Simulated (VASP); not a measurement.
# Li3SeF: single point with PBE

Crystal: Li3SeF.

```
CELL_PARAMETERS angstrom
4.53692 0.00000 0.00000
0.00000 4.53692 0.00000
0.00000 0.00000 4.89971
ATOMIC_POSITIONS crystal
Li 0.00000 0.50000 0.63986
Li 0.00000 0.00000 0.01002
Li 0.50000 0.00000 0.63986
Se 0.00000 0.00000 0.49358
F 0.50000 0.50000 0.77837
```

The cell was built from a structure type or drawn by symmetry, and may not be a known phase.

- Program: VASP 6.6.1
- Task: single point
- Functional: PBE
- Potentials or basis: VASP PAW PBE potentials, release 64 (Li_sv, Se, F)
- Cutoff: 520 eV
- k mesh: 6 × 6 × 6
- Occupations: gaussian, width 0.02 eV
- Spin: no spin polarisation

* Largest force: 0.007 eV/Å
* Band gap on the k mesh: 3.31 eV (least direct gap 3.37 eV)

Forces in eV/Å, atoms in the order of the input:
```
Li   0.000  0.000  0.007
Li   0.000  0.000 -0.005
Li   0.000  0.000  0.007
Se   0.000  0.000 -0.005
F    0.000  0.000 -0.004
```

Levels at points of the mesh, in eV from the valence-band top:
```tsv
k point	band 9	band 10	band 11	band 12	band 13	band 14
(0.00, 0.00, 0.00)	-0.98	-0.06	-0.06	3.31	6.72	7.42
(0.50, 0.00, 0.00)	-0.71	-0.70	-0.29	4.98	5.58	7.50
(0.50, 0.50, 0.00)	-0.88	-0.15	-0.15	5.40	6.22	6.22
(0.00, 0.00, 0.50)	-1.05	0.00	0.00	5.55	6.47	6.64
(0.50, 0.00, 0.50)	-0.60	-0.28	-0.14	3.83	6.45	6.75
(0.50, 0.50, 0.50)	-0.88	-0.19	-0.19	4.64	4.64	6.32
```

It took 57 s on 1 thread of Intel(R) Xeon(R) Platinum 8488C (Sapphire Rapids), with other jobs on the host, peak memory 0.23 GiB.

 A k mesh can miss the band edges.
